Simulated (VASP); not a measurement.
# H5C10Cl in VASP: notebook

The runs below take H5C10Cl through single point, with PBEsol.

Program: VASP 6.6.1. These are calculated values, not measurements. Logs are shortened: lines on timing, memory, paths and dates and some standing lists are left out, and cuts for length are marked.

## 1. The cell of the first run

The cell holds a slab with vacuum, 32 atoms: a = 5.049 Å, b = 5.049 Å, c = 16.836 Å, α = 90.00°, β = 90.00°, γ = 90.00°.

## 2. Single point, PBEsol

INCAR

```
  PREC = Accurate
  ENCUT = 520
  EDIFF = 1E-6
  ISMEAR = 0
  SIGMA = 0.05
  LREAL = Auto
  LASPH = T
  NELM = 60
  ALGO = Normal
  ISIF = 2
  LWAVE = F
  LCHARG = T
  GGA = PS
  LELF = T
  LVHAR = T
  NBANDS = 74
```

KPOINTS

```
regular mesh
0
Gamma
  2 2 1
```

POSCAR

```
H5C10Cl
1.0
    5.0487420000      0.0000000000      0.0000000000
    0.0000000000      5.0487420000      0.0000000000
    0.0000000000      0.0000000000     16.8355610000
H C Cl
10 20 2
Direct
    0.4277867635      0.0000000000      0.0593980801
    0.0722132365      0.0000000000      0.0593980801
    0.9277867635      0.0000000000      0.0593980801
    0.5722132365      0.0000000000      0.0593980801
    0.4277867635      0.5000000000      0.0593980801
    0.0722132365      0.5000000000      0.0593980801
    0.9277867635      0.5000000000      0.0593980801
    0.5722132365      0.5000000000      0.0593980801
    0.2796468903      0.3841838224      0.4258098082
    0.7508618979      0.4890891632      0.3664013335
    0.2500000990      0.0000000000      0.0970979821
    0.7500000990      0.0000000000      0.0970979821
    0.2500000990      0.5000000000      0.0970979821
    0.7500000990      0.5000000000      0.0970979821
    0.2500000990      0.2500000990      0.1501108279
    0.7500000990      0.2500000990      0.1501108279
    0.2500000990      0.7500000990      0.1501108279
    0.7500000990      0.7500000990      0.1501108279
   -0.0034032240      0.2505970794      0.1980478702
    0.5046781951      0.2498244117      0.1983640462
    0.0005520187      0.7498418418      0.2077216197
    0.5007007686      0.7493242871      0.2079779224
   -0.0005656855      0.0163694243      0.2568446635
    0.5036551680      0.0151007914      0.2577784013
   -0.0015271131      0.4833885352      0.2573840575
    0.5037421203      0.4827761054      0.2574986364
    0.2511308758      0.1128164204      0.2963060156
    0.7534205551      0.0909634519      0.3055866092
    0.2510165899      0.3880802386      0.2971452511
    0.7514541246      0.4104786895      0.3056452351
   -0.2293517870     -0.0352717568      0.4039315352
    0.3535987777      0.4591419011      0.4973046636
```

Potentials or basis: VASP PAW PBE potentials, release 64 (H, C, Cl).

Launch:

```bash
$ cat potpaw_PBE.64/H/POTCAR potpaw_PBE.64/C/POTCAR potpaw_PBE.64/Cl/POTCAR > POTCAR
$ mpirun -np 1 vasp_std > vasp.out
```

OUTCAR:

```text
PREC = Accurate
   ENCUT = 520
   EDIFF = 1E-6
   ISMEAR = 0
   LREAL = Auto
   LASPH = T
   NELM = 60
   ISIF = 2
   GGA = PS

 ion  position               nearest neighbor table
   1  0.428  0.000  0.059-   4 0.73  11 1.10
   2  0.072  0.000  0.059-   3 0.73  11 1.10
   3  0.928  0.000  0.059-   2 0.73  12 1.10
   4  0.572  0.000  0.059-   1 0.73  12 1.10
   5  0.428  0.500  0.059-   8 0.73  13 1.10
   6  0.072  0.500  0.059-   7 0.73  13 1.10
   7  0.928  0.500  0.059-   6 0.73  14 1.10
   8  0.572  0.500  0.059-   5 0.73  14 1.10
   9  0.280  0.384  0.426-  32 1.32
  10  0.751  0.489  0.366-  30 1.10
  11  0.250  0.000  0.097-   1 1.10   2 1.10  17 1.55  15 1.55
  12  0.750  0.000  0.097-   3 1.10   4 1.10  18 1.55  16 1.55
  13  0.250  0.500  0.097-   5 1.10   6 1.10  15 1.55  17 1.55
  14  0.750  0.500  0.097-   7 1.10   8 1.10  16 1.55  18 1.55
  15  0.250  0.250  0.150-  19 1.51  20 1.52  13 1.55  11 1.55
  16  0.750  0.250  0.150-  20 1.48  19 1.48  14 1.55  12 1.55
[... 8 lines left out ...]
  25  0.998  0.483  0.257-  29 1.52  30 1.53  19 1.54  21 1.58
  26  0.504  0.483  0.257-  29 1.52  30 1.53  20 1.54  22 1.58
  27  0.251  0.113  0.296-  29 1.39  24 1.51  23 1.51
  28  0.753  0.091  0.306-  23 1.54  24 1.54  30 1.61  31 1.78
  29  0.251  0.388  0.297-  27 1.39  26 1.52  25 1.52
  30  0.751  0.410  0.306-  10 1.10  25 1.53  26 1.53  28 1.61
  31  0.771  0.965  0.404-  28 1.78
  32  0.354  0.459  0.497-   9 1.32

  LATTYP: Found a simple tetragonal cell.
 ALAT       =     5.0487420000
 C/A-ratio  =     3.3346051353

  Lattice vectors:

 A1 = (   5.0487420000,   0.0000000000,   0.0000000000)
 A2 = (   0.0000000000,   5.0487420000,   0.0000000000)
 A3 = (   0.0000000000,   0.0000000000,  16.8355610000)

Analysis of symmetry for initial positions (statically):
=====================================================================
 Subroutine PRICEL returns:
 Original cell was already a primitive cell.

 Routine SETGRP: Setting up the symmetry group for a
 simple tetragonal supercell.

 Subroutine GETGRP returns: Found  1 space group operations
 (whereof  1 operations were pure point group operations)
 out of a pool of 16 trial point group operations.

The static configuration has the point symmetry C_1 .

Analysis of symmetry for dynamics (positions and initial velocities):
=====================================================================
 Subroutine PRICEL returns:
 Original cell was already a primitive cell.

 Routine SETGRP: Setting up the symmetry group for a
 simple tetragonal supercell.

 Subroutine GETGRP returns: Found  1 space group operations
 (whereof  1 operations were pure point group operations)
 out of a pool of 16 trial point group operations.

The dynamic configuration has the point symmetry C_1 .

 Subroutine INISYM returns: Found  1 space group operations
 (whereof  1 operations are pure point group operations),
 and found     1 'primitive' translations

----------------------------------------------------------------------------------------

                                     Primitive cell

  volume of cell :     429.1350

  direct lattice vectors                    reciprocal lattice vectors
     5.048742000  0.000000000  0.000000000     0.198069143  0.000000000  0.000000000
     0.000000000  5.048742000  0.000000000     0.000000000  0.198069143  0.000000000
     0.000000000  0.000000000 16.835561000     0.000000000  0.000000000  0.059398080

  length of vectors
     5.048742000  5.048742000 16.835561000     0.198069143  0.198069143  0.059398080

  position of ions in fractional coordinates (direct lattice)
     0.427786764  0.000000000  0.059398080
     0.072213236  0.000000000  0.059398080
     0.927786764  0.000000000  0.059398080
     0.572213236  0.000000000  0.059398080
     0.427786764  0.500000000  0.059398080
     0.072213236  0.500000000  0.059398080
[... 24 lines left out ...]
     0.770648213  0.964728243  0.403931535
     0.353598778  0.459141901  0.497304664

  ion indices of the primitive-cell ions
   primitive index   ion index
                 1           1
                 2           2
                 3           3
                 4           4
                 5           5
                 6           6
[... 24 lines left out ...]
                31          31
                32          32

----------------------------------------------------------------------------------------

 KPOINTS: regular mesh

Automatic generation of k-mesh.
 Grid dimensions read from file:
 generate k-points for:    2    2    1

 Generating k-lattice:

  Cartesian coordinates                     Fractional coordinates (reciprocal lattice)
     0.099034571  0.000000000  0.000000000     0.500000000  0.000000000  0.000000000
     0.000000000  0.099034571  0.000000000     0.000000000  0.500000000  0.000000000
     0.000000000  0.000000000  0.059398080     0.000000000  0.000000000  1.000000000

  Length of vectors
     0.099034571  0.099034571  0.059398080

  Shift w.r.t. Gamma in fractional coordinates (k-lattice)
     0.000000000  0.000000000  0.000000000

 Subroutine IBZKPT returns following result:
 ===========================================

 Found      4 irreducible k-points:

 Following reciprocal coordinates:
            Coordinates               Weight
  0.000000  0.000000  0.000000      1.000000
  0.500000  0.000000  0.000000      1.000000
  0.000000  0.500000  0.000000      1.000000
  0.500000  0.500000  0.000000      1.000000
   k-points           NKPTS =      4   k-points in BZ     NKDIM =      4   number of bands    NBANDS=     74
   number of dos      NEDOS =    301   number of ions     NIONS =     32
   total plane-waves  NPLWV = 201600
   dimension x,y,z NGX =    40 NGY =   40 NGZ =  126
   dimension x,y,z NGXF=    80 NGYF=   80 NGZF=  252
   ions per type =              10  20   2
   NGX,Y,Z   is equivalent  to a cutoff of  13.17, 13.17, 12.44 a.u.
   NGXF,Y,Z  is equivalent  to a cutoff of  26.34, 26.34, 24.88 a.u.
 SYSTEM =  unknown system
   PREC   = accura    normal or accurate (medium, high low for compatibility)
   ISTART =      0    job   : 0-new  1-cont  2-samecut
   ICHARG =      2    charge: 1-file 2-atom 10-const
   ISPIN  =      1    spin polarized calculation?
   LNONCOLLINEAR =      F non collinear calculations
   LSORBIT =      F    spin-orbit coupling
   LASPH  =      T    aspherical Exc in radial PAW
   ENCUT  =  520.0 eV  38.22 Ry    6.18 a.u.   9.39  9.39 31.30*2*pi/ulx,y,z
   NELM   =     60;   NELMIN=  2; NELMDL= -5     # of ELM steps
   EDIFF  = 0.1E-05   stopping-criterion for ELM
   LREAL  =      T    real-space projection
   EDIFFG = 0.1E-04   stopping-criterion for IOM
   NSW    =      0    number of steps for IOM
   IBRION =     -1    ionic relax: 0-MD 1-quasi-New 2-CG
   NFREE  =      0    steps in history (QN), initial steepest desc. (CG)
   ISIF   =      2    stress and relaxation
   ISYM   =      2    0-nonsym 1-usesym 2-fastsym
   POTIM  = 0.5000    time-step for ionic-motion
   TEBEG  =    0.0;   TEEND  =   0.0 temperature during run
   PSTRESS=    0.0 pullay stress
   NELECT =     104.0000    total number of electrons
   NUPDOWN=      -1.0000    fix difference up-down
   EMIN   =  10.00;   EMAX   =-10.00  energy-range for DOS
   EFERMI =   0.00;   METHOD = LEGACY
   ISMEAR =     0;   SIGMA  =   0.05  broadening in eV -4-tet -1-fermi 0-gaus
   EFERMI_NEDOS =   21; number of points for ismear=-14 and -15
   IALGO  =     38    algorithm
   IMIX   =      4    mixing-type and parameters
     AMIX     =   0.40;   BMIX     =  1.00
     AMIX_MAG =   1.60;   BMIX_MAG =  1.00
  volume/ion in A,a.u.               =      13.41        90.50
  Fermi-wavevector in a.u.,A,eV,Ry     =   1.020676  1.928798 14.174274  1.041780
  Thomas-Fermi vector in A             =   2.154259
   LORBIT       =      0    0 simple, 1 ext, 2 COOP (PROOUT), +10 PAW based schemes
   GGA     = PS    functional components
   LHFCALC =     F    Hartree Fock is set to
   AEXX    =    0.0000 exact exchange contribution
   IVDW    =     0    specifies the selected vdW correction
   LEPSILON=     F    determine dielectric tensor
   LRPA    =     F    only Hartree local field effects (RPA)
 non-spin polarized calculation
 Gauss-broadening in eV      SIGMA  =   0.05
  energy-cutoff  :      520.00
  volume of cell :      429.14
 maximum number of plane-waves:     11574
 NGX is ok and might be reduce to    40
   NGX = 19   NGY = 19   NGZ = 63

 number of electron     104.0000005 magnetization

 Free energy of the ion-electron system (eV)
  ---------------------------------------------------
  ext. energy  EPLUGINS =         0.00000000
  ---------------------------------------------------
  free energy    TOTEN  =      -214.04860371 eV

  energy without entropy =     -214.04860371  energy(sigma->0) =     -214.04860371

 E-fermi :   1.0116     XC(G=0):  -6.1262

 val. band max:        0.7454401535   @ k =   0.0000   0.5000   0.0000
 cond. band min:       1.6323276196   @ k =   0.0000   0.5000   0.0000
 fundamental gap:      0.8868874661
 Fermi energy:         1.0115686867

 k-point     1 :       0.0000    0.0000    0.0000
  band No.  band energies     occupation
      1     -20.7285      2.00000
      2     -18.4755      2.00000
      3     -16.5563      2.00000
      4     -16.4596      2.00000
      5     -15.9703      2.00000
      6     -15.8823      2.00000
[... 56 lines left out ...]
     63       5.8466      0.00000
     64       6.5589      0.00000

 k-point     2 :       0.5000    0.0000    0.0000
  band No.  band energies     occupation
      1     -19.6406      2.00000
      2     -19.5412      2.00000
      3     -17.4579      2.00000
      4     -17.3251      2.00000
      5     -15.9307      2.00000
      6     -14.8659      2.00000
[... 56 lines left out ...]
     63       6.5353      0.00000
     64       6.7070      0.00000

 k-point     3 :       0.0000    0.5000    0.0000
  band No.  band energies     occupation
      1     -20.2474      2.00000
      2     -18.6841      2.00000
      3     -17.7452      2.00000
      4     -16.5415      2.00000
      5     -16.0150      2.00000
      6     -15.9066      2.00000
[... 56 lines left out ...]
     63       6.4924      0.00000
     64       6.6921      0.00000

 k-point     4 :       0.5000    0.5000    0.0000
  band No.  band energies     occupation
      1     -19.2050      2.00000
      2     -19.0351      2.00000
      3     -17.5923      2.00000
      4     -17.5183      2.00000
      5     -16.8657      2.00000
      6     -16.5492      2.00000
[... 56 lines left out ...]
     63       6.4893      0.00000
     64       7.0565      0.00000
 [bands above 64 left out]

------------------------ aborting loop because EDIFF is reached ----------------------------------------

  FORCE on cell =-STRESS in cart. coord.  units (eV):
  Direction    XX          YY          ZZ          XY          YZ          ZX
  --------------------------------------------------------------------------------------
  -------------------------------------------------------------------------------------
  Total       73.2369383     -8.5430660     -4.8027714      0.3285780      0.4279465     -1.3134322
  in kB      273.4304100    -31.8955721    -17.9311666      1.2267472      1.5977399     -4.9037047
  external PRESSURE =      74.5345571 kB  Pullay stress =       0.0000000 kB

 VOLUME and BASIS-vectors are now :
 -----------------------------------------------------------------------------
  energy-cutoff  :      520.00
  volume of cell :      429.14
      direct lattice vectors                 reciprocal lattice vectors
     5.048742000  0.000000000  0.000000000     0.198069143  0.000000000  0.000000000
     0.000000000  5.048742000  0.000000000     0.000000000  0.198069143  0.000000000
     0.000000000  0.000000000 16.835561000     0.000000000  0.000000000  0.059398080

 POSITION                                       TOTAL-FORCE (eV/Angst)
 -----------------------------------------------------------------------------------
      2.15978      0.00000      1.00000        -8.951054     -0.042521      0.039863
      0.36459      0.00000      1.00000         8.945998     -0.045233      0.042016
      4.68416      0.00000      1.00000        -8.963220     -0.060849      0.032839
      2.88896      0.00000      1.00000         8.960717     -0.058477      0.033199
      2.15978      2.52437      1.00000        -8.948471      0.046792      0.033474
      0.36459      2.52437      1.00000         8.941980      0.039242      0.043727
[... 24 lines left out ...]
      3.89080      4.87066      6.80041        -0.161493      0.043222     -0.073607
      1.78523      2.31809      8.37240        -0.109245      0.016585     -0.055903
 -----------------------------------------------------------------------------------
    total drift:                                0.002941     -0.007176     -0.039018

  FREE ENERGIE OF THE ION-ELECTRON SYSTEM (eV)
  ---------------------------------------------------
  free  energy   TOTEN  =      -214.0486037122 eV

  energy  without entropy=     -214.0486037122  energy(sigma->0) =     -214.04860371
```

It took 5.6 min on 1 thread of Intel Xeon 8259CL, shared host; peak memory 0.48 GiB.

Results:

| Quantity | Value |
| --- | --- |
| Free energy | -214.0486 eV |
| Largest force | 8.963 eV/Å |
| Band gap on the k mesh | 0.89 eV |

Forces on the atoms (eV/Å):
```
H   -8.951 -0.043  0.040
H    8.946 -0.045  0.042
H   -8.963 -0.061  0.033
H    8.961 -0.058  0.033
H   -8.948  0.047  0.033
H    8.942  0.039  0.044
H   -8.960  0.056  0.032
H    8.957  0.060  0.030
H    0.051  0.007  0.113
H   -0.006  0.022 -0.002
C    0.019 -0.134  1.274
C   -0.006 -0.191  1.170
C    0.048  0.125  1.287
C   -0.020  0.190  1.171
C    0.118 -0.036 -2.972
C    0.074 -0.023 -3.912
C    0.062  0.005  0.730
C    0.047 -0.019  0.730
C   -0.001 -0.010  0.000
C   -0.018  0.002 -0.007
C    0.005 -0.010 -0.006
C   -0.015 -0.008 -0.011
C   -0.016 -0.038  0.008
C   -0.002 -0.028 -0.015
C   -0.013  0.047  0.011
C    0.002  0.055  0.004
C   -0.012 -0.032  0.053
C   -0.015 -0.037  0.143
C   -0.007  0.044  0.032
C   -0.007  0.014  0.040
Cl  -0.161  0.043 -0.074
Cl  -0.109  0.017 -0.056
```

Levels at points of the mesh, in eV from the valence-band top:
```tsv
k point	band 48	band 49	band 50	band 51	band 52	band 53	band 54	band 55	band 56	band 57
(0.00, 0.00, 0.00)	-2.32	-2.16	-1.39	-0.53	-0.09	1.08	2.57	3.65	3.86	3.89
(0.50, 0.00, 0.00)	-2.45	-2.34	-2.21	-2.11	-1.30	1.37	3.67	3.73	3.95	4.66
(0.00, 0.50, 0.00)	-2.44	-2.30	-1.25	-0.29	0.00	0.89	3.38	3.40	3.67	3.75
(0.50, 0.50, 0.00)	-2.91	-2.46	-2.30	-2.23	-1.05	1.30	3.91	4.28	4.34	4.40
```

Caveat: the k points lie up to 0.62 Å⁻¹ apart; there is no dipole correction, which matters where the two faces differ; the PAW data sets were made with another functional, which shifts forces and pressure a little.

## 3. Single point, PBEsol

INCAR

```
SYSTEM = H5C10Cl
  ALGO = Normal
  EDIFF = 1E-6
  ENCUT = 520
  GGA = PS
  ISIF = 2
  ISMEAR = 0
  LASPH = .TRUE.
  LCHARG = .FALSE.
  LREAL = Auto
  LWAVE = .FALSE.
  NBANDS = 74
  NELM = 60
  PREC = Accurate
  SIGMA = 0.05
```

KPOINTS

```
k-points
0
G
  2 2 1
  0 0 0
```

POSCAR

```
H5C10Cl
1.0
    5.0487420000      0.0000000000      0.0000000000
    0.0000000000      5.0487420000      0.0000000000
    0.0000000000      0.0000000000     16.8355610000
H C Cl
10 20 2
Direct
    0.4277867635      0.0000000000      0.0593980801
    0.0722132365      0.0000000000      0.0593980801
    0.9277867635      0.0000000000      0.0593980801
    0.5722132365      0.0000000000      0.0593980801
    0.4277867635      0.5000000000      0.0593980801
    0.0722132365      0.5000000000      0.0593980801
    0.9277867635      0.5000000000      0.0593980801
    0.5722132365      0.5000000000      0.0593980801
    0.3002607382      0.4386136190      0.4009877069
    0.7516856674      0.4865215929      0.3665742413
    0.2500000990      0.0000000000      0.0970979821
    0.7500000990      0.0000000000      0.0970979821
    0.2500000990      0.5000000000      0.0970979821
    0.7500000990      0.5000000000      0.0970979821
    0.2500000990      0.2500000990      0.1501108279
    0.7500000990      0.2500000990      0.1501108279
    0.2500000990      0.7500000990      0.1501108279
    0.7500000990      0.7500000990      0.1501108279
   -0.0022354083      0.2518397652      0.1977255168
    0.5051971362      0.2493068570      0.1986649569
    0.0012753672      0.7497766770      0.2073683793
    0.5014674943      0.7480217844      0.2081732233
    0.0012026758      0.0167069341      0.2556010459
    0.5056798307      0.0124670661      0.2585750484
    0.0001305276      0.4831579827      0.2573727124
    0.5051791119      0.4810043769      0.2576152348
    0.2520855690      0.1123291703      0.2949980699
    0.7590962263      0.0906152463      0.3056843784
    0.2522384784      0.3892866778      0.2989220258
    0.7535976289      0.4100132271      0.3055945091
   -0.1884312964     -0.0364976067      0.4028199595
    0.3982889203      0.4656668929      0.4764346136
```

Potentials or basis: VASP PAW PBE potentials, release 64 (H, C, Cl).

Launch:

```bash
$ cat potpaw_PBE.64/H/POTCAR potpaw_PBE.64/C/POTCAR potpaw_PBE.64/Cl/POTCAR > POTCAR
$ mpirun -np 1 vasp_std > vasp.out
```

Wall time 5.7 min (1 thread of Intel Xeon 8259CL, shared host); peak memory 0.48 GiB.

The run converged. Its results:

```
Free energy            : -213.8758 eV
Largest force          : 8.965 eV/Å
Band gap on the k mesh : 0.69 eV
```

Forces in eV/Å, atoms in the order of the input:
```
H   -8.957 -0.039  0.038
H    8.945 -0.048  0.044
H   -8.965 -0.067  0.033
H    8.963 -0.057  0.034
H   -8.952  0.054  0.020
H    8.941  0.030  0.052
H   -8.959  0.047  0.034
H    8.951  0.059  0.025
H    0.128 -0.021  0.393
H    0.020  0.062 -0.007
C    0.054 -0.139  1.273
C   -0.021 -0.188  1.173
C    0.139  0.132  1.263
C   -0.071  0.195  1.165
C    0.298  0.013 -3.020
C    0.140 -0.079 -3.868
C    0.141 -0.051  0.694
C    0.101 -0.085  0.701
C   -0.018 -0.015 -0.001
C    0.004  0.000 -0.024
C    0.014 -0.005  0.029
C   -0.021  0.004  0.000
C   -0.013 -0.039  0.046
C    0.010  0.012 -0.048
C   -0.022  0.045  0.020
C    0.012  0.069  0.018
C   -0.009 -0.018  0.033
C   -0.042 -0.028  0.119
C   -0.015  0.016 -0.100
C   -0.007  0.015  0.002
Cl  -0.463  0.018 -0.023
Cl  -0.325  0.110 -0.120
```

Levels at points of the mesh, in eV from the valence-band top:
```
           k point  band 48  band 49  band 50  band 51  band 52  band 53  band 54  band 55  band 56  band 57
(0.00, 0.00, 0.00)    -2.00    -1.85    -1.28    -0.53    -0.09     0.79     2.60     3.68     3.85     3.90
(0.50, 0.00, 0.00)    -2.33    -2.16    -2.12    -1.96    -1.29     1.05     3.69     3.76     3.97     4.66
(0.00, 0.50, 0.00)    -2.17    -2.09    -1.17    -0.29     0.00     0.69     3.40     3.41     3.68     3.75
(0.50, 0.50, 0.00)    -2.75    -2.44    -2.00    -1.83    -1.07     1.04     3.97     4.31     4.36     4.42
```

Caveat: the k points lie up to 0.62 Å⁻¹ apart; there is no dipole correction, which matters where the two faces differ; the PAW data sets were made with another functional, which shifts forces and pressure a little.
